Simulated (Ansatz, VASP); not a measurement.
## SiF in VASP and in Ansatz

```
CELL_PARAMETERS angstrom
4.03349 0.00000 0.00000
0.00000 2.67009 0.00000
0.00000 0.00000 4.11806
ATOMIC_POSITIONS crystal
Si 0.25000 0.50000 0.81200
Si 0.75000 0.50000 0.18800
F 0.25000 0.00000 0.31200
F 0.75000 0.00000 0.68800
```

Change from the starting cell: species swapped into the CdAu type (Pmma, No. 51).

Alike in both runs: task single point; functional PBE; k mesh 4 × 6 × 4; occupations gaussian, width 0.1 eV; no spin polarisation.

|  | VASP | Ansatz |
| --- | --- | --- |
| version | VASP 6.6.1 | Ansatz 0.2.0 |
| potentials or method | VASP PAW PBE potentials, release 64 (Si, F), cutoff 520 eV | scalar-relativistic, plane waves, PAW |
| valence electrons in the cell | 22 | 22 |

Ansatz gave:

```
gap on the k mesh at the Fermi level (eV)                     : none
pressure (GPa)                                                : 23.3
traceless stress, the component that is largest in VASP (GPa) : -11.30
rms of the force components (eV/Å)                            : 0.645
```

Problem. What did VASP give for the same quantities?

Solution. gap on the k mesh at the Fermi level (eV): none; pressure (GPa): 23.1; traceless stress, the component that is largest in VASP (GPa): -11.29; rms of the force components (eV/Å): 0.640.

Atom by atom the forces differ by 0.005 eV/Å (rms over components). A gap of «none» marks a metal or a gap that the smearing closes. With one functional, cell and mesh, what is left measures potentials, basis and numerics.

The k mesh is coarse, so the values compare programs but aren't converged.
